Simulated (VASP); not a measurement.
Set up this calculation in VASP 6.6.1, as the native input.

```yaml
Task: relaxation of cell and atoms
Functional: PBE
Potentials_or_basis: VASP PAW PBE potentials, release 64 (Ti_sv, H)
Cutoff: 600 eV
k_mesh: 6 × 6 × 6
Occupations: gaussian, width 0.1 eV
Spin: no spin polarisation
Dipole_correction: no
Further_INCAR_settings: ALGO = Normal; EDIFF = 1e-06; IBRION = 2; EDIFFG = -0.04; NSW = 90; ISIF = 3
```

The structure of TiH4 lies in POSCAR:

```
TiH4
1.0
    1.7565210800     -2.7447553960      0.0000000000
    1.7565210800      2.7447553960      0.0000000000
    0.0000000000      0.0000000000      3.2964918632
Ti H
1 4
Direct
    0.5000000000      0.5000000000      0.5000000000
    0.8441301082      0.1558698918      0.5000000000
    0.2715015406      0.2715015406      0.0000000000
    0.7284984594      0.7284984594      0.0000000000
    0.1558698918      0.8441301082      0.5000000000
```

One way to write it, as run:

INCAR

```
SYSTEM = TiH4
PREC = Accurate
ENCUT = 600
EDIFF = 1E-6
ISMEAR = 0
SIGMA = 0.1
LREAL = .FALSE.
LASPH = .TRUE.
NELM = 100
ALGO = Normal
ISIF = 3
LWAVE = .FALSE.
LCHARG = .FALSE.
GGA = PE
IBRION = 2
NSW = 90
EDIFFG = -0.04
```

KPOINTS

```
Automatic mesh
0
G
  6 6 6
  0 0 0
```

Potentials or basis: VASP PAW PBE potentials, release 64 (Ti_sv, H).

The run is started by

```console
$ cat potpaw_PBE.64/Ti_sv/POTCAR potpaw_PBE.64/H/POTCAR > POTCAR
$ mpirun -np 1 vasp_std > vasp.out
```

Results of the run:

```json
{
  "Relaxed volume": "6.35 Å³/atom",
  "Relaxed cell": "a = 3.262 Å, b = 3.262 Å, c = 3.291 Å, α = 90.00°, β = 90.00°, γ = 115.03°",
  "Space group after relaxing (to 0.05 Å)": "Cmmm (No. 65)",
  "Energy gained by relaxing": "0.3 meV/atom",
  "Ionic steps": "2",
  "Pressure after relaxing": "0.0 GPa",
  "Largest force after relaxing": "0.037 eV/Å",
  "Band gap on the k mesh": "zero (band 8 reaches 5.50 eV, above the bottom of band 9 at 3.16 eV)"
}
```

Run time: 44 s on 1 thread of Intel(R) Xeon(R) Platinum 8488C (Sapphire Rapids), on a shared host, peak memory 0.17 GiB.
